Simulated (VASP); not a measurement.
# SnO2 (Cassiterite) (P4_2/mnm) in VASP: settings compared, part 2 of 2

VASP 6.6.1. Earlier steps stand in the parts before.

## 4. Single point, BLYP+D3(BJ)

This run uses another cell than the first one, of 11.45 Å³/atom, 0.960 times its volume.

File INCAR:

```
  PREC = Accurate
  ENCUT = 520
  EDIFF = 1E-6
  ISMEAR = -1
  SIGMA = 0.05
  LREAL = F
  LASPH = T
  NELM = 60
  ALGO = Normal
  ISIF = 2
  LWAVE = F
  LCHARG = F
  GGA = B5
  ALDAX = 1.0
  AGGAX = 1.0
  AGGAC = 1.0
  ALDAC = 0.0
  IVDW = 12
  VDW_S6 = 1.0
  VDW_S8 = 2.6996
  VDW_A1 = 0.4298
  VDW_A2 = 4.2359
  NBANDS = 35
```

File KPOINTS:

```
Automatic mesh
0
Gamma
  6 6 8
```

File POSCAR:

```
SnO2
1.0
    4.6739651233      0.0000000000      0.0000000000
    0.0000000000      4.6739651233      0.0000000000
    0.0000000000      0.0000000000      3.1434339099
Sn O
2 4
Direct
    0.5000000000      0.5000000000      0.5000000000
    0.0000000000      0.0000000000      0.0000000000
    0.8071000000      0.1929000000      0.5000000000
    0.6929000000      0.6929000000      0.0000000000
    0.1929000000      0.8071000000      0.5000000000
    0.3071000000      0.3071000000      0.0000000000
```

Potentials or basis: VASP PAW PBE potentials, release 64 (Sn_d, O).

Command:

```
cat potpaw_PBE.64/Sn_d/POTCAR potpaw_PBE.64/O/POTCAR > POTCAR
mpirun -np 1 vasp_std > vasp.out
```

OUTCAR:

```text
PREC = Accurate
   ENCUT = 520
   EDIFF = 1E-6
   ISMEAR = -1
   LREAL = F
   LASPH = T
   NELM = 60
   ISIF = 2
   GGA = B5
   IVDW = 12
 IVDW          = 12

 ion  position               nearest neighbor table
   1  0.500  0.500  0.500-   4 2.02   6 2.02   4 2.02   6 2.02   5 2.03   3 2.03   2 3.66   2 3.66
                             2 3.66   2 3.66   2 3.66   2 3.66   2 3.66   2 3.66
   2  0.000  0.000  0.000-   3 2.02   5 2.02   3 2.02   5 2.02   4 2.03   6 2.03   1 3.66   1 3.66
                             1 3.66   1 3.66   1 3.66   1 3.66   1 3.66   1 3.66
   3  0.807  0.193  0.500-   2 2.02   2 2.02   1 2.03
   4  0.693  0.693  0.000-   1 2.02   1 2.02   2 2.03
   5  0.193  0.807  0.500-   2 2.02   2 2.02   1 2.03
   6  0.307  0.307  0.000-   1 2.02   1 2.02   2 2.03

  LATTYP: Found a simple tetragonal cell.
 ALAT       =     4.6739651233
 C/A-ratio  =     0.6725411566

  Lattice vectors:

 A1 = (   4.6739651233,   0.0000000000,   0.0000000000)
 A2 = (   0.0000000000,   4.6739651233,   0.0000000000)
 A3 = (   0.0000000000,   0.0000000000,   3.1434339099)

Analysis of symmetry for initial positions (statically):
=====================================================================
 Subroutine PRICEL returns:
 Original cell was already a primitive cell.

 Routine SETGRP: Setting up the symmetry group for a
 simple tetragonal supercell.

 Subroutine GETGRP returns: Found 16 space group operations
 (whereof  8 operations were pure point group operations)
 out of a pool of 16 trial point group operations.

The static configuration has the point symmetry D_2h.
 The point group associated with its full space group is D_4h.

Analysis of symmetry for dynamics (positions and initial velocities):
=====================================================================
 Subroutine PRICEL returns:
 Original cell was already a primitive cell.
[... 136 lines left out ...]
     AMIX     =   0.40;   BMIX     =  1.00
     AMIX_MAG =   1.60;   BMIX_MAG =  1.00
  volume/ion in A,a.u.               =      11.45        77.24
  Fermi-wavevector in a.u.,A,eV,Ry     =   1.492167  2.819787 30.294233  2.226563
  Thomas-Fermi vector in A             =   2.604730
   LORBIT       =      0    0 simple, 1 ext, 2 COOP (PROOUT), +10 PAW based schemes
   GGA     = B5    functional components
   LHFCALC =     F    Hartree Fock is set to
   AEXX    =    0.0000 exact exchange contribution
   IVDW    =    12    specifies the selected vdW correction
   LEPSILON=     F    determine dielectric tensor
   LRPA    =     F    only Hartree local field effects (RPA)
 non-spin polarized calculation
  energy-cutoff  :      520.00
  volume of cell :       68.67
 maximum number of plane-waves:      1883
 NGX is ok and might be reduce to    36
   NGX = 17   NGY = 17   NGZ = 11

 number of electron      51.9999977 magnetization

 Free energy of the ion-electron system (eV)
  ---------------------------------------------------
  ext. energy  EPLUGINS =         0.00000000
  ---------------------------------------------------
  free energy    TOTEN  =       -34.13020298 eV

  energy without entropy =      -34.13020298  energy(sigma->0) =      -34.13020298

 E-fermi :   7.8611     XC(G=0): -10.9786

 val. band max:        6.9523064881   @ k =   0.0000   0.0000   0.0000
 cond. band min:       8.8079560603   @ k =   0.0000   0.0000   0.0000
 fundamental gap:      1.8556495722
 Fermi energy:         7.8611198841

 k-point     1 :       0.0000    0.0000    0.0000
  band No.  band energies     occupation
      1     -14.1848      2.00000
      2     -13.3350      2.00000
      3     -12.9621      2.00000
      4     -12.9553      2.00000
      5     -12.9553      2.00000
      6     -12.8612      2.00000
[... 901 lines left out ...]
     34      19.9355      0.00000
     35      20.1060      0.00000

 [... further k-points ...]

------------------------ aborting loop because EDIFF is reached ----------------------------------------

 Edisp (eV)   -3.06774

 E8    (eV) :    -2.1682

  FORCE on cell =-STRESS in cart. coord.  units (eV):
  Direction    XX          YY          ZZ          XY          YZ          ZX
  --------------------------------------------------------------------------------------
  -------------------------------------------------------------------------------------
  Total       8.09757     8.09757    11.60290     0.00000     0.00000     0.00000
  in kB     188.92537   188.92537   270.70853     0.00000     0.00000     0.00000
  external pressure =      216.19 kB  Pullay stress =        0.00 kB

 VOLUME and BASIS-vectors are now :
 -----------------------------------------------------------------------------
  energy-cutoff  :      520.00
  volume of cell :       68.67
      direct lattice vectors                 reciprocal lattice vectors
     4.673965123  0.000000000  0.000000000     0.213951104  0.000000000  0.000000000
     0.000000000  4.673965123  0.000000000     0.000000000  0.213951104  0.000000000
     0.000000000  0.000000000  3.143433910     0.000000000  0.000000000  0.318123437

 POSITION                                       TOTAL-FORCE (eV/Angst)
 -----------------------------------------------------------------------------------
      2.33698      2.33698      1.57172        -0.000000      0.000000     -0.000000
      0.00000      0.00000      0.00000        -0.000000      0.000000     -0.000000
      3.77236      0.90161      1.57172        -0.408705      0.408705     -0.000000
      3.23859      3.23859      0.00000         0.408705      0.408705     -0.000000
      0.90161      3.77236      1.57172         0.408705     -0.408705     -0.000000
      1.43537      1.43537      0.00000        -0.408705     -0.408705      0.000000
 -----------------------------------------------------------------------------------
    total drift:                               -0.000000      0.000000      0.000000

  FREE ENERGIE OF THE ION-ELECTRON SYSTEM (eV)
  ---------------------------------------------------
  free  energy   TOTEN  =       -37.1979410238 eV

  energy  without entropy=      -37.1979410237  energy(sigma->0) =      -37.19794102
```

stdout:

```text
POSCAR found type information on POSCAR SnO
 POSCAR found :  2 types and       6 ions
 scaLAPACK will be used
 -----------------------------------------------------------------------------
|                                                                             |
|                                                                             |
|     You enforced a specific xc type in the INCAR file but a different       |
|     I HOPE YOU KNOW WHAT YOU ARE DOING!                                     |
|                                                                             |
 -----------------------------------------------------------------------------

 LDA part: xc-table for (Slater(with rela. corr.)+VWN5), standard interpolation
 POSCAR, INCAR and KPOINTS ok, starting setup
 FFT: planning ... GRIDC
 FFT: planning ... GRID_SOFT
 FFT: planning ... GRID
 WAVECAR not read
 entering main loop
```

Run time: 45 s. Hardware: 1 thread of Intel Xeon 6975P-C (Granite Rapids), shared host; peak memory 0.23 GiB.

Results:

| Property | Result |
| --- | --- |
| Free energy | -37.1979 eV |
| Pressure | 21.6 GPa |
| Largest force | 0.578 eV/Å |
| Band gap on the k mesh | 1.86 eV, direct |
| Dispersion energy per atom | -0.511 eV |

Forces in eV/Å, atoms in the order of the input:
```
Sn   0.000  0.000  0.000
Sn   0.000  0.000  0.000
O   -0.409  0.409  0.000
O    0.409  0.409  0.000
O    0.409 -0.409  0.000
O   -0.409 -0.409  0.000
```

Levels at points of the mesh, in eV from the valence-band top:
```tsv
k point	band 23	band 24	band 25	band 26	band 27	band 28	band 29	band 30
(0.00, 0.00, 0.00)	-1.16	-0.80	-0.80	0.00	1.86	6.59	6.75	6.75
(0.50, 0.00, 0.00)	-1.13	-1.13	-0.64	-0.64	4.95	4.95	7.47	7.47
(0.50, 0.50, 0.00)	-1.24	-1.24	-0.93	-0.93	5.33	5.33	7.95	7.95
(0.00, 0.00, 0.50)	-1.73	-1.73	-1.29	-1.29	6.73	6.73	10.27	10.27
(0.50, 0.00, 0.50)	-1.16	-1.16	-0.63	-0.63	7.02	7.02	8.61	8.61
(0.50, 0.50, 0.50)	-0.99	-0.99	-0.88	-0.88	5.43	5.43	9.25	9.25
```

Caveat: the PAW data sets were made with another functional, which shifts forces and pressure a little; spin-orbit coupling is left out, which moves the levels of the heavy elements.

## 5. Overview

| level | cell | k mesh | gap on the mesh (eV) | pressure (GPa) | largest force (eV/Å) |
| --- | --- | --- | --- | --- | --- |
| PBE | a = 4.738, b = 4.738, c = 3.187 Å, 6 atoms | 4 × 4 × 6 | 1.27 | 11.8 | 0.29 |
| BLYP+D3(BJ) | a = 4.641, b = 4.641, c = 3.121 Å, 6 atoms | 6 × 6 × 8 | 2.12 | 27.8 | 0.68 |
| BLYP+D3(BJ) | a = 4.674, b = 4.674, c = 3.143 Å, 6 atoms | 6 × 6 × 8 | 1.86 | 21.6 | 0.58 |

Alike in all rows: task single point; potentials or basis VASP PAW PBE potentials, release 64 (Sn_d, O); no spin polarisation; cutoff (eV) 520; smearing fermi-dirac 0.05 eV.

Caveats: spin-orbit coupling is left out, which moves the levels of the heavy elements; the PAW data sets were made with another functional, which shifts forces and pressure a little (some runs).

Absolute energies hang on the potentials; compare differences alone.
